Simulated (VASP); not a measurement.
Here is a VASP 6.6.1 calculation.

Contents of INCAR:

```
PREC = Accurate ; ENCUT = 520
EDIFF = 1E-6 ; ISMEAR = -1
SIGMA = 0.05 ; LREAL = Auto
LASPH = True ; NELM = 80
ALGO = Normal ; ISIF = 2
LWAVE = False ; LCHARG = False
GGA = PS ; NELECT = 254.0
NBANDS = 163
```

Contents of KPOINTS:

```
Automatic mesh
0
Gamma
  1 1 1
```

File POSCAR:

```
Si
1.0
   10.8655790000      0.0000000000      0.0000000000
    0.0000000000     10.8655790000      0.0000000000
    0.0000000000      0.0000000000     10.8655790000
Si
63
Direct
    0.0000840000      0.0004600000      0.0006060000
    0.9996210000      0.9999800000      0.5050280000
    0.9996700000      0.5001340000      0.0089060000
    0.0001110000      0.5003740000      0.4994840000
    0.4997530000      0.0000110000      0.0089980000
    0.4999300000      0.0004930000      0.4994930000
    0.4998710000      0.5003050000      0.9997310000
    0.1252200000      0.1255990000      0.1260130000
    0.1271160000      0.1275460000      0.6266610000
    0.1300180000      0.6276850000      0.1304070000
    0.1308570000      0.6246330000      0.6213400000
    0.6272510000      0.1304950000      0.1304440000
    0.6242410000      0.1312270000      0.6213070000
    0.6295360000      0.6298370000      0.1179110000
    0.6321680000      0.6327290000      0.6326280000
    0.2456390000      0.2460030000      0.9901840000
    0.2485880000      0.2490200000      0.4938060000
    0.2496830000      0.7493830000      0.9964960000
    0.2677480000      0.7315970000      0.4908520000
    0.7490310000      0.2500400000      0.9964830000
    0.7313050000      0.2680890000      0.4908610000
    0.7532180000      0.7535520000      0.9904590000
    0.7494460000      0.7497700000      0.4943870000
    0.3699490000      0.3702800000      0.1174950000
    0.3634760000      0.3635630000      0.6358690000
    0.3719300000      0.8693830000      0.1301860000
    0.3756230000      0.8689440000      0.6209270000
    0.8691440000      0.3721930000      0.1301270000
    0.8686780000      0.3759470000      0.6209300000
    0.8745900000      0.8748340000      0.1255070000
    0.8718890000      0.8721190000      0.6264790000
    0.2491830000      0.9986860000      0.2526300000
    0.2512480000      0.9968160000      0.7474800000
    0.2571420000      0.4966680000      0.2515960000
    0.2476210000      0.4994940000      0.7533640000
    0.7503430000      0.0017990000      0.2525360000
    0.7483640000      0.0036010000      0.7477490000
    0.7425310000      0.5039160000      0.2517170000
    0.7508470000      0.5014470000      0.7526110000
    0.3766880000      0.1251950000      0.3728280000
    0.3765450000      0.1182770000      0.8751220000
    0.4119250000      0.5885080000      0.3769310000
    0.3763360000      0.6239350000      0.8740630000
    0.8694670000      0.1305100000      0.3784680000
    0.8757320000      0.1245300000      0.8733310000
    0.8750590000      0.6237380000      0.3730590000
    0.8812830000      0.6234600000      0.8747740000
    0.9983010000      0.2494490000      0.2526990000
    0.9964800000      0.2516200000      0.7475870000
    0.0015560000      0.7507670000      0.2526840000
    0.0032530000      0.7486380000      0.7478700000
    0.4963090000      0.2575600000      0.2517250000
    0.4992350000      0.2478190000      0.7535820000
    0.5036480000      0.7428130000      0.2517720000
    0.5010880000      0.7513120000      0.7528060000
    0.1247490000      0.3770940000      0.3727860000
    0.1180420000      0.3769910000      0.8750540000
    0.1303050000      0.8699190000      0.3785520000
    0.1242030000      0.8761090000      0.8733400000
    0.5882110000      0.4123910000      0.3770550000
    0.6235660000      0.3767720000      0.8741150000
    0.6233650000      0.8754090000      0.3731390000
    0.6232240000      0.8817570000      0.8748340000
```

Potentials or basis: VASP PAW PBE potentials, release 64 (Si).

Launch:

```console
$ cat potpaw_PBE.64/Si/POTCAR > POTCAR
$ mpirun -np 1 vasp_gam > vasp.out
```

Question: What does it give for the largest force?

Answer: 0.138 eV/Å.

Forces in eV/Å, atoms in the order of the input:
```
Si  -0.009 -0.011  0.041
Si  -0.014 -0.014 -0.136
Si  -0.017 -0.003  0.048
Si  -0.018 -0.003  0.047
Si   0.000 -0.015  0.045
Si  -0.001 -0.018  0.048
Si  -0.008 -0.007  0.086
Si  -0.029 -0.031  0.004
Si  -0.016 -0.020  0.058
Si  -0.029 -0.024 -0.004
Si  -0.046 -0.010  0.005
Si  -0.023 -0.035 -0.003
Si  -0.005 -0.050  0.008
Si  -0.042 -0.039  0.004
Si   0.010 -0.001  0.021
Si   0.011  0.009  0.078
Si   0.053  0.052  0.048
Si   0.012  0.016  0.050
Si   0.026  0.016  0.031
Si   0.013  0.013  0.050
Si   0.014  0.026  0.030
Si   0.029  0.026  0.065
Si  -0.025 -0.020  0.056
Si   0.036  0.035  0.018
Si  -0.008  0.002  0.009
Si   0.021  0.025  0.007
Si   0.004  0.039  0.023
Si   0.023  0.024  0.009
Si   0.036  0.004  0.021
Si   0.023  0.026  0.009
Si   0.019  0.023  0.051
Si   0.005 -0.006 -0.056
Si   0.042 -0.017 -0.057
Si   0.036 -0.010 -0.068
Si   0.015  0.018 -0.065
Si   0.037 -0.013 -0.055
Si  -0.007 -0.005 -0.064
Si   0.004 -0.010 -0.064
Si   0.036 -0.035 -0.073
Si   0.008 -0.062  0.004
Si  -0.035 -0.029  0.011
Si   0.005 -0.025 -0.026
Si  -0.006 -0.011  0.009
Si   0.041 -0.055  0.057
Si   0.005 -0.018  0.020
Si   0.049 -0.030  0.001
Si   0.021  0.011  0.022
Si  -0.006  0.005 -0.058
Si  -0.016  0.043 -0.058
Si  -0.014  0.039 -0.058
Si  -0.002 -0.007 -0.064
Si  -0.009  0.042 -0.067
Si   0.017  0.014 -0.066
Si  -0.010  0.004 -0.062
Si  -0.035  0.041 -0.075
Si  -0.057  0.008  0.007
Si  -0.029 -0.040  0.013
Si  -0.057  0.039  0.053
Si  -0.019  0.006  0.019
Si  -0.027 -0.001 -0.031
Si  -0.009 -0.007  0.006
Si  -0.028  0.052 -0.004
Si   0.008  0.021  0.023
```

Caveat: the k points lie up to 0.58 Å⁻¹ apart; the cell carries a net charge on a neutralising background, which shifts energy and pressure; the PAW data sets were made with another functional, which shifts forces and pressure a little.
